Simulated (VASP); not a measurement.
A run of VASP 6.6.1:

INCAR

```
SYSTEM = Al2H3Rh
  PREC = Accurate
  ENCUT = 600
  EDIFF = 1E-7
  ISMEAR = 0
  SIGMA = 0.1
  LREAL = .False.
  LASPH = .True.
  NELM = 100
  ALGO = Normal
  ISIF = 3
  LWAVE = .False.
  LCHARG = .False.
  GGA = PE
  IBRION = 2
  NSW = 100
  EDIFFG = -0.01
```

The input KPOINTS:

```
regular mesh
0
Gamma
  10 10 12
  0 0 0
```

POSCAR

```
Al2H3Rh
1.0
    2.9293266110     -3.1644993868      0.0000000000
    2.9293266110      3.1644993868      0.0000000000
    0.0000000000      0.0000000000      2.9928369019
Al H Rh
2 3 1
Direct
    0.5000000000      0.0000000000      0.5000000000
    0.0000000000      0.5000000000      0.5000000000
    0.2182826638      0.2182826638      0.0000000000
    0.7817173362      0.7817173362      0.0000000000
    0.0000000000      0.0000000000      0.5000000000
    0.5000000000      0.5000000000      0.0000000000
```

Potentials or basis: VASP PAW PBE potentials, release 64 (Al, H, Rh_pv).

The run is started by

```console
$ cat potpaw_PBE.64/Al/POTCAR potpaw_PBE.64/H/POTCAR potpaw_PBE.64/Rh_pv/POTCAR > POTCAR
$ mpirun -np 1 vasp_std > vasp.out
```

Hardware: 1 thread of Intel(R) Xeon(R) 6975P-C (Granite Rapids), on a shared host.

Estimate the wall time of this run.

Wall time 3.3 min on 1 thread of Intel(R) Xeon(R) 6975P-C (Granite Rapids), with other jobs on the host, peak memory 0.38 GiB. Counts: scf iterations 43, k points 217, ion steps 5.
